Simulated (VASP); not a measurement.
Write the native input for VASP 6.6.1 that does the following.

```
Task                   : single point
Functional             : PBE
Potentials or basis    : VASP PAW PBE potentials, release 64 (Ag, I)
Cutoff                 : 500 eV
k mesh                 : 6 × 6 × 4
Occupations            : gaussian, width 0.05 eV
Spin                   : non-collinear spin, zero start, spin-orbit coupling
Starting moments       : [[0.0, 0.0, 0.0], [0.0, 0.0, 0.0], [0.0, 0.0, 0.0], [0.0, 0.0, 0.0]] μB
Dipole correction      : no
Further INCAR settings : ALGO = Normal; EDIFF = 1e-06; NBANDS = 50
```

The structure of AgI lies in POSCAR:

```
AgI
1.0
    4.5800019196     -0.0000000001      0.0000000000
   -2.2900009597      3.9663980118      0.0000000000
    0.0000000000      0.0000000000      7.5100005554
Ag I
2 2
Direct
    0.3333333333      0.6666666667      0.0000000000
    0.6666666667      0.3333333333      0.5000000000
    0.3333333333      0.6666666667      0.3750000000
    0.6666666667      0.3333333333      0.8750000000
```

These files were run (other wordings do the same):

INCAR

```
SYSTEM = AgI
  ALGO = Normal
  EDIFF = 1E-6
  ENCUT = 500
  GGA = PE
  GGA_COMPAT = .FALSE.
  ISIF = 2
  ISMEAR = 0
  LASPH = .TRUE.
  LCHARG = .TRUE.
  LMAXMIX = 4
  LNONCOLLINEAR = .TRUE.
  LORBIT = 11
  LORBMOM = .TRUE.
  LREAL = .FALSE.
  LSORBIT = .TRUE.
  LVHAR = .TRUE.
  LWAVE = .FALSE.
  MAGMOM = 0 0 0 0 0 0 0 0 0 0 0 0
  NBANDS = 50
  NELM = 200
  PREC = Accurate
  SIGMA = 0.05
```

KPOINTS

```
k-points
0
G
  6 6 4
  0 0 0
```

Potentials or basis: VASP PAW PBE potentials, release 64 (Ag, I).

Command:

```sh
$ cat potpaw_PBE.64/Ag/POTCAR potpaw_PBE.64/I/POTCAR > POTCAR
$ mpirun -np 1 vasp_ncl > vasp.out
```

It gave:

```json
{"Pressure": "2.0 GPa", "Largest force": "0.021 eV/Å", "Net moment": "0.00 μB per cell", "Valence electrons inside the program's atomic spheres": "Ag 9.83; I 4.30"}
```

Wall time 11 min on 1 thread of Oxide Virtual Turin-like Processor, on a shared host, peak memory 0.65 GiB.
